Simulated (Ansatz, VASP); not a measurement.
# Two plane-wave programs on BaS

File INCAR:

```
PREC = Accurate
ENCUT = 520
EDIFF = 1E-6
ISMEAR = 0
SIGMA = 0.05
LREAL = F
LASPH = T
NELM = 100
ALGO = Normal
ISIF = 2
LWAVE = F
LCHARG = F
NBANDS = 15
```

File KPOINTS:

```
Automatic mesh
0
Gamma
  8 8 8
```

Contents of POSCAR:

```
BaS
1.0
    0.0000000000      3.1937500000      3.1937500000
    3.1937500000      0.0000000000      3.1937500000
    3.1937500000      3.1937500000      0.0000000000
Ba S
1 1
Direct
    0.0000000000      0.0000000000      0.0000000000
    0.4308114696      0.5691885304      0.5000000000
```

Input for Ansatz:

```yaml
crystal:
  lattice:
    - [0.0, 3.19375, 3.19375]
    - [3.19375, 0.0, 3.19375]
    - [3.19375, 3.19375, 0.0]
  atoms:
    - { symbol: Ba, position: [0.0, 0.0, 0.0] }
    - { symbol: S, position: [0.4308114696, 0.5691885304, 0.5] }
basis:
  ecutwfc: 420
kpoints:
  mp_grid: { grid: [8, 8, 8] }
hamiltonian:
  xc: lda
scf:
  occupations: { method: gaussian, width: 0.05 }
output:
  forces: true
  stress: true
  eigenvalues: true
```

Change from the starting cell: all S atoms moved +0.312 Å, as atom 2 along Cartesian [1 -1 0].

Alike in both runs: task single point; functional LDA; k mesh 8 × 8 × 8; occupations gaussian, width 0.05 eV; no spin polarisation.

|  | VASP | Ansatz |
| --- | --- | --- |
| version | VASP 6.6.1 | Ansatz 0.2.0 |
| potentials or method | VASP PAW LDA potentials, release 64 (Ba_sv, S), cutoff 520 eV | scalar-relativistic, plane waves, PAW |
| valence electrons in the cell | 16 | 16 |

|  | VASP | Ansatz | Ansatz less VASP |
| --- | --- | --- | --- |
| gap on the k mesh at the Fermi level (eV) | 2.27 | 2.34 | +0.070 |
| least direct gap on the mesh (eV) | 2.28 | 2.34 | +0.061 |
| pressure (GPa) | -0.8 | -1.5 | -0.70 |
| traceless stress, the component that is largest in VASP (GPa) | -1.47 | -1.34 | +0.130 |
| rms of the force components (eV/Å) | 0.390 | 0.353 | -0.0373 |

LDA's correlation is that of Perdew and Zunger in VASP and of Perdew and Wang (1992) in Ansatz. Atom by atom the forces differ by 0.037 eV/Å (rms over components).

Spin-orbit coupling is off throughout.
